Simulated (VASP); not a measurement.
# AgCl (Pm-3m) in VASP: single point with PBE

Aim: the single point of AgCl with PBE.

Program: VASP 6.6.1. These are calculated values, not measurements. Logs are shortened: lines on timing, memory, paths and dates and some standing lists are left out, and cuts for length are marked.

## (1) The cell of the first run

Symmetry: Pm-3m, No. 221, cubic system. The conventional cell has a = 3.578 Å, b = 3.578 Å, c = 3.578 Å, α = 90.00°, β = 90.00°, γ = 90.00°. Ag (site symmetry m-3m) has 8 Cl at 3.10 Å and 6 Ag at 3.58 Å within 4.1 Å. Within 4.1 Å of Cl (site symmetry m-3m) lie 8 Ag at 3.10 Å and 6 Cl at 3.58 Å.

## (2) Single point, PBE (strain +5.4%)

The input, INCAR:

```
SYSTEM = AgCl
PREC = Accurate
ENCUT = 630
EDIFF = 1E-6
ISMEAR = -1
SIGMA = 0.02
LREAL = .False.
LASPH = .True.
NELM = 120
ALGO = Normal
ISIF = 2
LWAVE = .False.
LCHARG = .False.
GGA = PE
NBANDS = 20
GGA_COMPAT = .False.
```

The input, KPOINTS:

```
regular mesh
0
Gamma
  8 8 8
  0 0 0
```

The input, POSCAR:

```
AgCl
1.0
    3.5775915610      0.0000000000      0.0000000000
    0.0000000000      3.5775915610      0.0000000000
    0.0000000000      0.0000000000      3.5775915610
Ag Cl
1 1
Direct
    0.0000000000      0.0000000000      0.0000000000
    0.5000000000      0.5000000000      0.5000000000
```

Potentials or basis: VASP PAW PBE potentials, release 64 (Ag_sv_GW, Cl).

On the command line:

```
$ cat potpaw_PBE.64/Ag_sv_GW/POTCAR potpaw_PBE.64/Cl/POTCAR > POTCAR
$ mpirun -np 1 vasp_std > vasp.out
```

OUTCAR:

```text
SYSTEM = AgCl
   PREC = Accurate
   ENCUT = 630
   EDIFF = 1E-6
   ISMEAR = -1
   LREAL = .False.
   LASPH = .True.
   NELM = 120
   ISIF = 2
   GGA = PE

 ion  position               nearest neighbor table
   1  0.000  0.000  0.000-
   2  0.500  0.500  0.500-

  LATTYP: Found a simple cubic cell.
 ALAT       =     3.5775915610

  Lattice vectors:

 A1 = (   3.5775915610,   0.0000000000,   0.0000000000)
 A2 = (   0.0000000000,   3.5775915610,   0.0000000000)
 A3 = (   0.0000000000,   0.0000000000,   3.5775915610)

Analysis of symmetry for initial positions (statically):
=====================================================================
 Subroutine PRICEL returns:
 Original cell was already a primitive cell.

 Routine SETGRP: Setting up the symmetry group for a
 simple cubic supercell.

 Subroutine GETGRP returns: Found 48 space group operations
 (whereof 48 operations were pure point group operations)
 out of a pool of 48 trial point group operations.

The static configuration has the point symmetry O_h .

Analysis of symmetry for dynamics (positions and initial velocities):
=====================================================================
 Subroutine PRICEL returns:
 Original cell was already a primitive cell.

 Routine SETGRP: Setting up the symmetry group for a
 simple cubic supercell.

 Subroutine GETGRP returns: Found 48 space group operations
 (whereof 48 operations were pure point group operations)
 out of a pool of 48 trial point group operations.

The dynamic configuration has the point symmetry O_h .

 Subroutine INISYM returns: Found 48 space group operations
 (whereof 48 operations are pure point group operations),
 and found     1 'primitive' translations

----------------------------------------------------------------------------------------

                                     Primitive cell

  volume of cell :      45.7902

  direct lattice vectors                    reciprocal lattice vectors
     3.577591561  0.000000000  0.000000000     0.279517654  0.000000000  0.000000000
     0.000000000  3.577591561  0.000000000     0.000000000  0.279517654  0.000000000
     0.000000000  0.000000000  3.577591561     0.000000000  0.000000000  0.279517654

  length of vectors
     3.577591561  3.577591561  3.577591561     0.279517654  0.279517654  0.279517654

  position of ions in fractional coordinates (direct lattice)
     0.000000000  0.000000000  0.000000000
     0.500000000  0.500000000  0.500000000

  ion indices of the primitive-cell ions
   primitive index   ion index
                 1           1
                 2           2

----------------------------------------------------------------------------------------

 KPOINTS: regular mesh

Automatic generation of k-mesh.
 Grid dimensions read from file:
 generate k-points for:    8    8    8

 Generating k-lattice:

  Cartesian coordinates                     Fractional coordinates (reciprocal lattice)
     0.034939707  0.000000000  0.000000000     0.125000000  0.000000000  0.000000000
     0.000000000  0.034939707  0.000000000     0.000000000  0.125000000  0.000000000
     0.000000000  0.000000000  0.034939707     0.000000000  0.000000000  0.125000000

  Length of vectors
     0.034939707  0.034939707  0.034939707

  Shift w.r.t. Gamma in fractional coordinates (k-lattice)
     0.000000000  0.000000000  0.000000000

 Subroutine IBZKPT returns following result:
 ===========================================

 Found     35 irreducible k-points:

 Following reciprocal coordinates:
            Coordinates               Weight
  0.000000  0.000000  0.000000      1.000000
  0.125000  0.000000  0.000000      6.000000
  0.250000  0.000000  0.000000      6.000000
  0.375000  0.000000  0.000000      6.000000
  0.500000  0.000000  0.000000      3.000000
  0.125000  0.125000  0.000000     12.000000
[... 16 lines left out ...]
  0.375000  0.375000  0.125000     24.000000
  0.500000  0.375000  0.125000     24.000000
 [... further k-points ...]
   k-points           NKPTS =     35   k-points in BZ     NKDIM =     35   number of bands    NBANDS=     20
   number of dos      NEDOS =    301   number of ions     NIONS =      2
   total plane-waves  NPLWV =  27000
   dimension x,y,z NGX =    30 NGY =   30 NGZ =   30
   dimension x,y,z NGXF=    60 NGYF=   60 NGZF=   60
   ions per type =               1   1
   NGX,Y,Z   is equivalent  to a cutoff of  13.94, 13.94, 13.94 a.u.
   NGXF,Y,Z  is equivalent  to a cutoff of  27.88, 27.88, 27.88 a.u.
 SYSTEM =  AgCl
   PREC   = accura    normal or accurate (medium, high low for compatibility)
   ISTART =      0    job   : 0-new  1-cont  2-samecut
   ICHARG =      2    charge: 1-file 2-atom 10-const
   ISPIN  =      1    spin polarized calculation?
   LNONCOLLINEAR =      F non collinear calculations
   LSORBIT =      F    spin-orbit coupling
   LASPH  =      T    aspherical Exc in radial PAW
   ENCUT  =  630.0 eV  46.30 Ry    6.80 a.u.   7.32  7.32  7.32*2*pi/ulx,y,z
   NELM   =    120;   NELMIN=  2; NELMDL= -5     # of ELM steps
   EDIFF  = 0.1E-05   stopping-criterion for ELM
   LREAL  =      F    real-space projection
   EDIFFG = 0.1E-04   stopping-criterion for IOM
   NSW    =      0    number of steps for IOM
   IBRION =     -1    ionic relax: 0-MD 1-quasi-New 2-CG
   NFREE  =      0    steps in history (QN), initial steepest desc. (CG)
   ISIF   =      2    stress and relaxation
   ISYM   =      2    0-nonsym 1-usesym 2-fastsym
   POTIM  = 0.5000    time-step for ionic-motion
   TEBEG  =    0.0;   TEEND  =   0.0 temperature during run
   PSTRESS=    0.0 pullay stress
   NELECT =      26.0000    total number of electrons
   NUPDOWN=      -1.0000    fix difference up-down
   EMIN   =  10.00;   EMAX   =-10.00  energy-range for DOS
   EFERMI =   0.00;   METHOD = LEGACY
   ISMEAR =    -1;   SIGMA  =   0.02  broadening in eV -4-tet -1-fermi 0-gaus
   EFERMI_NEDOS =   21; number of points for ismear=-14 and -15
   IALGO  =     38    algorithm
   IMIX   =      4    mixing-type and parameters
     AMIX     =   0.40;   BMIX     =  1.00
     AMIX_MAG =   1.60;   BMIX_MAG =  1.00
  volume/ion in A,a.u.               =      22.90       154.50
  Fermi-wavevector in a.u.,A,eV,Ry     =   1.355632  2.561773 25.003950  1.837738
  Thomas-Fermi vector in A             =   2.482703
   LORBIT       =      0    0 simple, 1 ext, 2 COOP (PROOUT), +10 PAW based schemes
   GGA     = PE    functional components
   LHFCALC =     F    Hartree Fock is set to
   AEXX    =    0.0000 exact exchange contribution
   IVDW    =     0    specifies the selected vdW correction
   LEPSILON=     F    determine dielectric tensor
   LRPA    =     F    only Hartree local field effects (RPA)
 non-spin polarized calculation
  energy-cutoff  :      630.00
  volume of cell :       45.79
 maximum number of plane-waves:      1671
 NGX is ok and might be reduce to    30
   NGX = 15   NGY = 15   NGZ = 15

 number of electron      25.9999996 magnetization

 Free energy of the ion-electron system (eV)
  ---------------------------------------------------
  ext. energy  EPLUGINS =         0.00000000
  ---------------------------------------------------
  free energy    TOTEN  =        -2.97998305 eV

  energy without entropy =       -2.97998305  energy(sigma->0) =       -2.97998305

 E-fermi :   2.3454     XC(G=0):  -9.8539

 val. band max:        2.0396941693   @ k =   0.5000   0.0000   0.0000
 cond. band min:       2.6124992659   @ k =   0.0000   0.0000   0.0000
 fundamental gap:      0.5728050966
 Fermi energy:         2.3454329753

 k-point     1 :       0.0000    0.0000    0.0000
  band No.  band energies     occupation
      1     -87.3213      2.00000
      2     -50.8433      2.00000
      3     -50.8433      2.00000
      4     -50.8433      2.00000
      5     -11.8426      2.00000
      6      -0.2576      2.00000
[... 12 lines left out ...]
     19      14.8120      0.00000
     20      18.1225      0.00000

 k-point     2 :       0.1250    0.0000    0.0000
  band No.  band energies     occupation
      1     -87.3213      2.00000
      2     -50.8441      2.00000
      3     -50.8433      2.00000
      4     -50.8433      2.00000
      5     -11.7977      2.00000
      6      -0.3870      2.00000
[... 12 lines left out ...]
     19      14.6419      0.00000
     20      18.0850      0.00000

 k-point     3 :       0.2500    0.0000    0.0000
  band No.  band energies     occupation
      1     -87.3212      2.00000
      2     -50.8460      2.00000
      3     -50.8432      2.00000
      4     -50.8432      2.00000
      5     -11.6853      2.00000
      6      -1.1061      2.00000
[... 12 lines left out ...]
     19      15.4344      0.00000
     20      17.9948      0.00000

 k-point     4 :       0.3750    0.0000    0.0000
  band No.  band energies     occupation
      1     -87.3211      2.00000
      2     -50.8478      2.00000
      3     -50.8430      2.00000
      4     -50.8430      2.00000
      5     -11.5666      2.00000
      6      -1.7952      2.00000
[... 12 lines left out ...]
     19      17.4611      0.00000
     20      17.5116      0.00000

 k-point     5 :       0.5000    0.0000    0.0000
  band No.  band energies     occupation
      1     -87.3211      2.00000
      2     -50.8486      2.00000
      3     -50.8430      2.00000
      4     -50.8430      2.00000
      5     -11.5154      2.00000
      6      -2.0538      2.00000
[... 12 lines left out ...]
     19      17.1050      0.00000
     20      17.8666      0.00000
[... 353 lines left out ...]
      6      -1.3082      2.00000
[... 12 lines left out ...]
     19      15.6095      0.00000
     20      18.3279      0.00000

 k-point    22 :       0.5000    0.2500    0.1250
  band No.  band energies     occupation
      1     -87.3210      2.00000
      2     -50.8484      2.00000
      3     -50.8455      2.00000
      4     -50.8435      2.00000
      5     -11.3746      2.00000
      6      -1.4924      2.00000
[... 12 lines left out ...]
     19      15.6487      0.00000
     20      17.8745      0.00000

 k-point    23 :       0.3750    0.3750    0.1250
  band No.  band energies     occupation
      1     -87.3209      2.00000
      2     -50.8474      2.00000
      3     -50.8474      2.00000
      4     -50.8435      2.00000
      5     -11.3302      2.00000
      6      -1.1065      2.00000
[... 12 lines left out ...]
     19      15.8771      0.00000
     20      17.0987      0.00000

 k-point    24 :       0.5000    0.3750    0.1250
  band No.  band energies     occupation
      1     -87.3209      2.00000
      2     -50.8482      2.00000
      3     -50.8474      2.00000
      4     -50.8434      2.00000
      5     -11.2933      2.00000
      6      -1.1340      2.00000
[... 12 lines left out ...]
     19      15.9074      0.00000
     20      16.6428      0.00000

 [... further k-points ...]

------------------------ aborting loop because EDIFF is reached ----------------------------------------

  FORCE on cell =-STRESS in cart. coord.  units (eV):
  Direction    XX          YY          ZZ          XY          YZ          ZX
  --------------------------------------------------------------------------------------
  -------------------------------------------------------------------------------------
  Total       -1.2596946     -1.2596946     -1.2596946     -0.0000000     -0.0000000      0.0000000
  in kB      -44.0761426    -44.0761426    -44.0761426     -0.0000000     -0.0000000      0.0000000
  external PRESSURE =     -44.0761426 kB  Pullay stress =       0.0000000 kB

 VOLUME and BASIS-vectors are now :
 -----------------------------------------------------------------------------
  energy-cutoff  :      630.00
  volume of cell :       45.79
      direct lattice vectors                 reciprocal lattice vectors
     3.577591561  0.000000000  0.000000000     0.279517654  0.000000000  0.000000000
     0.000000000  3.577591561  0.000000000     0.000000000  0.279517654  0.000000000
     0.000000000  0.000000000  3.577591561     0.000000000  0.000000000  0.279517654

 POSITION                                       TOTAL-FORCE (eV/Angst)
 -----------------------------------------------------------------------------------
      0.00000      0.00000      0.00000         0.000000      0.000000      0.000000
      1.78880      1.78880      1.78880         0.000000      0.000000      0.000000
 -----------------------------------------------------------------------------------
    total drift:                               -0.000000     -0.000000     -0.000000

  FREE ENERGIE OF THE ION-ELECTRON SYSTEM (eV)
  ---------------------------------------------------
  free  energy   TOTEN  =        -2.9799830508 eV

  energy  without entropy=       -2.9799830469  energy(sigma->0) =       -2.97998305
```

Run time: 20 s. Hardware: 1 thread of AMD EPYC 9R45 (Zen 5), shared host; peak memory 0.18 GiB.

Results:

| Property | Result |
| --- | --- |
| Free energy | -2.9800 eV |
| Pressure | -4.4 GPa |
| Band gap on the k mesh | 0.57 eV (least direct gap 1.71 eV) |

Caveat: the cell differs from its parent crystal (strain +5.4%); the cell stands under tension; the structure was generated, so it needn't be the stable form of AgCl; semilocal functionals underestimate gaps, and a narrow one can read as zero.
